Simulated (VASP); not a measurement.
# KBr (Fm-3m) in VASP: single point with PBE

Aim: the single point of KBr with PBE.

Everything below comes from runs of VASP 6.6.1. Logs are shortened: lines on timing, memory, paths and dates and some standing lists are left out, and cuts for length are marked.

## Step 1: The cell of the first run

The structure is cubic, space group Fm-3m (No. 225). Conventional cell: a = 6.655 Å, b = 6.655 Å, c = 6.655 Å, α = 90.00°, β = 90.00°, γ = 90.00°. Within 4.4 Å of K (site symmetry m-3m) lie 6 Br at 3.33 Å. Within 4.4 Å of Br (site symmetry m-3m) lie 6 K at 3.33 Å.

## Step 2: Single point, PBE

The input, INCAR:

```
PREC     = Accurate       # precision mode
ENCUT    = 500            # plane-wave cutoff, eV
EDIFF    = 1E-6           # SCF threshold, eV
ISMEAR   = -1             # smearing method
SIGMA    = 0.1            # smearing width, eV
LREAL    = F              # projectors in reciprocal space
LASPH    = T              # aspherical terms in the spheres
NELM     = 120            # most SCF steps
ALGO     = Normal         # electronic algorithm
ISIF     = 2              # what is computed and relaxed
LWAVE    = F              # write WAVECAR
LCHARG   = T              # write CHGCAR
GGA      = PE             # functional
LELF     = T              # ELF
LVHAR    = T            
NBANDS   = 15             # bands
GGA_COMPAT= F
```

The input, KPOINTS:

```
regular mesh
0
Gamma
  7 7 7
```

The input, POSCAR:

```
KBr
1.0
    0.0000000000      3.3276520000      3.3276520000
    3.3276520000      0.0000000000      3.3276520000
    3.3276520000      3.3276520000      0.0000000000
K Br
1 1
Direct
    0.0000000000      0.0000000000      0.0000000000
    0.5000000000      0.5000000000      0.5000000000
```

Potentials or basis: VASP PAW PBE potentials, release 64 (K_sv, Br).

The run is started by

```console
> cat potpaw_PBE.64/K_sv/POTCAR potpaw_PBE.64/Br/POTCAR > POTCAR
> mpirun -np 1 vasp_std > vasp.out
```

OUTCAR:

```text
PREC = Accurate
   ENCUT = 500
   EDIFF = 1E-6
   ISMEAR = -1
   LREAL = F
   LASPH = T
   NELM = 120
   ISIF = 2
   GGA = PE

 ion  position               nearest neighbor table
   1  0.000  0.000  0.000-
   2  0.500  0.500  0.500-

  LATTYP: Found a face centered cubic cell.
 ALAT       =     6.6553040000

  Lattice vectors:

 A1 = (   0.0000000000,   3.3276520000,   3.3276520000)
 A2 = (   3.3276520000,   0.0000000000,   3.3276520000)
 A3 = (   3.3276520000,   3.3276520000,   0.0000000000)

Analysis of symmetry for initial positions (statically):
=====================================================================
 Subroutine PRICEL returns:
 Original cell was already a primitive cell.

 Routine SETGRP: Setting up the symmetry group for a
 face centered cubic supercell.

 Subroutine GETGRP returns: Found 48 space group operations
 (whereof 48 operations were pure point group operations)
 out of a pool of 48 trial point group operations.

The static configuration has the point symmetry O_h .

Analysis of symmetry for dynamics (positions and initial velocities):
=====================================================================
 Subroutine PRICEL returns:
 Original cell was already a primitive cell.

 Routine SETGRP: Setting up the symmetry group for a
 face centered cubic supercell.

 Subroutine GETGRP returns: Found 48 space group operations
 (whereof 48 operations were pure point group operations)
 out of a pool of 48 trial point group operations.

The dynamic configuration has the point symmetry O_h .

 Subroutine INISYM returns: Found 48 space group operations
 (whereof 48 operations are pure point group operations),
 and found     1 'primitive' translations

----------------------------------------------------------------------------------------

                                     Primitive cell

  volume of cell :      73.6960

  direct lattice vectors                    reciprocal lattice vectors
     0.000000000  3.327652000  3.327652000    -0.150256096  0.150256096  0.150256096
     3.327652000  0.000000000  3.327652000     0.150256096 -0.150256096  0.150256096
     3.327652000  3.327652000  0.000000000     0.150256096  0.150256096 -0.150256096

  length of vectors
     4.706010589  4.706010589  4.706010589     0.260251193  0.260251193  0.260251193

  position of ions in fractional coordinates (direct lattice)
     0.000000000  0.000000000  0.000000000
     0.500000000  0.500000000  0.500000000

  ion indices of the primitive-cell ions
   primitive index   ion index
                 1           1
                 2           2

----------------------------------------------------------------------------------------

 KPOINTS: regular mesh

Automatic generation of k-mesh.
 Grid dimensions read from file:
 generate k-points for:    7    7    7

 Generating k-lattice:

  Cartesian coordinates                     Fractional coordinates (reciprocal lattice)
    -0.021465157  0.021465157  0.021465157     0.142857143  0.000000000  0.000000000
     0.021465157 -0.021465157  0.021465157     0.000000000  0.142857143  0.000000000
     0.021465157  0.021465157 -0.021465157     0.000000000  0.000000000  0.142857143

  Length of vectors
     0.037178742  0.037178742  0.037178742

  Shift w.r.t. Gamma in fractional coordinates (k-lattice)
     0.000000000  0.000000000  0.000000000

 Subroutine IBZKPT returns following result:
 ===========================================

 Found     20 irreducible k-points:

 Following reciprocal coordinates:
            Coordinates               Weight
  0.000000  0.000000  0.000000      1.000000
  0.142857  0.000000  0.000000      8.000000
  0.285714  0.000000  0.000000      8.000000
  0.428571  0.000000  0.000000      8.000000
  0.142857  0.142857  0.000000      6.000000
  0.285714  0.142857  0.000000     24.000000
[... 12 lines left out ...]
 -0.428571  0.428571  0.142857     24.000000
 -0.285714  0.428571  0.142857     24.000000
   k-points           NKPTS =     20   k-points in BZ     NKDIM =     20   number of bands    NBANDS=     15
   number of dos      NEDOS =    301   number of ions     NIONS =      2
   total plane-waves  NPLWV =  46656
   dimension x,y,z NGX =    36 NGY =   36 NGZ =   36
   dimension x,y,z NGXF=    72 NGYF=   72 NGZF=   72
   ions per type =               1   1
   NGX,Y,Z   is equivalent  to a cutoff of  12.72, 12.72, 12.72 a.u.
   NGXF,Y,Z  is equivalent  to a cutoff of  25.43, 25.43, 25.43 a.u.
 SYSTEM =  unknown system
   PREC   = accura    normal or accurate (medium, high low for compatibility)
   ISTART =      0    job   : 0-new  1-cont  2-samecut
   ICHARG =      2    charge: 1-file 2-atom 10-const
   ISPIN  =      1    spin polarized calculation?
   LNONCOLLINEAR =      F non collinear calculations
   LSORBIT =      F    spin-orbit coupling
   LASPH  =      T    aspherical Exc in radial PAW
   ENCUT  =  500.0 eV  36.75 Ry    6.06 a.u.   8.58  8.58  8.58*2*pi/ulx,y,z
   NELM   =    120;   NELMIN=  2; NELMDL= -5     # of ELM steps
   EDIFF  = 0.1E-05   stopping-criterion for ELM
   LREAL  =      F    real-space projection
   EDIFFG = 0.1E-04   stopping-criterion for IOM
   NSW    =      0    number of steps for IOM
   IBRION =     -1    ionic relax: 0-MD 1-quasi-New 2-CG
   NFREE  =      0    steps in history (QN), initial steepest desc. (CG)
   ISIF   =      2    stress and relaxation
   ISYM   =      2    0-nonsym 1-usesym 2-fastsym
   POTIM  = 0.5000    time-step for ionic-motion
   TEBEG  =    0.0;   TEEND  =   0.0 temperature during run
   PSTRESS=    0.0 pullay stress
   NELECT =      16.0000    total number of electrons
   NUPDOWN=      -1.0000    fix difference up-down
   EMIN   =  10.00;   EMAX   =-10.00  energy-range for DOS
   EFERMI =   0.00;   METHOD = LEGACY
   ISMEAR =    -1;   SIGMA  =   0.10  broadening in eV -4-tet -1-fermi 0-gaus
   EFERMI_NEDOS =   21; number of points for ismear=-14 and -15
   IALGO  =     38    algorithm
   IMIX   =      4    mixing-type and parameters
     AMIX     =   0.40;   BMIX     =  1.00
     AMIX_MAG =   1.60;   BMIX_MAG =  1.00
  volume/ion in A,a.u.               =      36.85       248.66
  Fermi-wavevector in a.u.,A,eV,Ry     =   0.983936  1.859370 13.172214  0.968130
  Thomas-Fermi vector in A             =   2.115131
   LORBIT       =      0    0 simple, 1 ext, 2 COOP (PROOUT), +10 PAW based schemes
   GGA     = PE    functional components
   LHFCALC =     F    Hartree Fock is set to
   AEXX    =    0.0000 exact exchange contribution
   IVDW    =     0    specifies the selected vdW correction
   LEPSILON=     F    determine dielectric tensor
   LRPA    =     F    only Hartree local field effects (RPA)
 non-spin polarized calculation
  energy-cutoff  :      500.00
  volume of cell :       73.70
 maximum number of plane-waves:      1899
 NGX is ok and might be reduce to    36
   NGX = 17   NGY = 17   NGZ = 17

 number of electron      15.9999997 magnetization

 Free energy of the ion-electron system (eV)
  ---------------------------------------------------
  ext. energy  EPLUGINS =         0.00000000
  ---------------------------------------------------
  free energy    TOTEN  =        -6.22141365 eV

  energy without entropy =       -6.22141365  energy(sigma->0) =       -6.22141365

 E-fermi :   0.4919     XC(G=0):  -7.2711

 val. band max:       -1.8380975970   @ k =   0.0000   0.0000   0.0000
 cond. band min:       2.5295207770   @ k =   0.0000   0.0000   0.0000
 fundamental gap:      4.3676183741
 Fermi energy:         0.4919392947

 k-point     1 :       0.0000    0.0000    0.0000
  band No.  band energies     occupation
      1     -29.6736      2.00000
      2     -14.1005      2.00000
      3     -13.1487      2.00000
      4     -13.1487      2.00000
      5     -13.1487      2.00000
      6      -1.8381      2.00000
      7      -1.8381      2.00000
      8      -1.8381      2.00000
      9       2.5295      0.00000
     10       5.7596      0.00000
     11       5.7596      0.00000
     12       5.7596      0.00000
     13       6.5673      0.00000
     14       6.5673      0.00000
     15       9.6984      0.00000

 k-point     2 :       0.1429    0.0000    0.0000
  band No.  band energies     occupation
      1     -29.6726      2.00000
      2     -14.1386      2.00000
      3     -13.1497      2.00000
      4     -13.1497      2.00000
      5     -13.0984      2.00000
      6      -2.1079      2.00000
      7      -1.9009      2.00000
      8      -1.9009      2.00000
      9       3.0170      0.00000
     10       5.6362      0.00000
     11       5.9942      0.00000
     12       5.9942      0.00000
     13       6.8213      0.00000
     14       6.8213      0.00000
     15      10.3801      0.00000

 k-point     3 :       0.2857    0.0000    0.0000
  band No.  band energies     occupation
      1     -29.6706      2.00000
      2     -14.2133      2.00000
      3     -13.1519      2.00000
      4     -13.1519      2.00000
      5     -12.9961      2.00000
      6      -2.5989      2.00000
      7      -2.0351      2.00000
      8      -2.0351      2.00000
      9       4.0050      0.00000
     10       5.6825      0.00000
     11       6.6378      0.00000
     12       6.6378      0.00000
     13       7.5048      0.00000
     14       7.5048      0.00000
     15       9.9098      0.00000
[... 271 lines left out ...]
 k-point    19 :      -0.4286    0.4286    0.1429
  band No.  band energies     occupation
      1     -29.6675      2.00000
      2     -14.0907      2.00000
      3     -13.2034      2.00000
      4     -13.1884      2.00000
      5     -13.0912      2.00000
      6      -2.5886      2.00000
      7      -2.2290      2.00000
      8      -2.2218      2.00000
      9       4.6281      0.00000
     10       5.6529      0.00000
     11       6.6961      0.00000
     12       7.6404      0.00000
     13       7.8813      0.00000
     14       8.6873      0.00000
     15       9.1501      0.00000

 k-point    20 :      -0.2857    0.4286    0.1429
  band No.  band energies     occupation
      1     -29.6673      2.00000
      2     -14.1168      2.00000
      3     -13.2087      2.00000
      4     -13.1873      2.00000
      5     -13.0513      2.00000
      6      -2.4848      2.00000
      7      -2.4421      2.00000
      8      -2.2377      2.00000
      9       5.1933      0.00000
     10       5.9025      0.00000
     11       6.3890      0.00000
     12       7.1111      0.00000
     13       8.5406      0.00000
     14       8.5671      0.00000
     15       9.3033      0.00000

------------------------ aborting loop because EDIFF is reached ----------------------------------------

  FORCE on cell =-STRESS in cart. coord.  units (eV):
  Direction    XX          YY          ZZ          XY          YZ          ZX
  --------------------------------------------------------------------------------------
  -------------------------------------------------------------------------------------
  Total        0.1616395      0.1616395      0.1616395      0.0000000      0.0000000      0.0000000
  in kB        3.5141021      3.5141021      3.5141021      0.0000000      0.0000000      0.0000000
  external PRESSURE =       3.5141021 kB  Pullay stress =       0.0000000 kB

 VOLUME and BASIS-vectors are now :
 -----------------------------------------------------------------------------
  energy-cutoff  :      500.00
  volume of cell :       73.70
      direct lattice vectors                 reciprocal lattice vectors
     0.000000000  3.327652000  3.327652000    -0.150256096  0.150256096  0.150256096
     3.327652000  0.000000000  3.327652000     0.150256096 -0.150256096  0.150256096
     3.327652000  3.327652000  0.000000000     0.150256096  0.150256096 -0.150256096

 POSITION                                       TOTAL-FORCE (eV/Angst)
 -----------------------------------------------------------------------------------
      0.00000      0.00000      0.00000        -0.000000     -0.000000     -0.000000
      3.32765      3.32765      3.32765         0.000000      0.000000      0.000000
 -----------------------------------------------------------------------------------
    total drift:                                0.000000      0.000000      0.000000

  FREE ENERGIE OF THE ION-ELECTRON SYSTEM (eV)
  ---------------------------------------------------
  free  energy   TOTEN  =        -6.2214136510 eV

  energy  without entropy=       -6.2214136509  energy(sigma->0) =       -6.22141365
```

Wall time 51 s (1 thread of Intel Xeon 8259CL, shared host); peak memory 0.21 GiB.

What came out:

- Free energy: -6.2214 eV
- Pressure: 0.4 GPa
- Band gap on the k mesh: 4.37 eV, direct

A k mesh can miss the band edges. A hybrid or GW would open this gap; PBE tends to underestimate it.
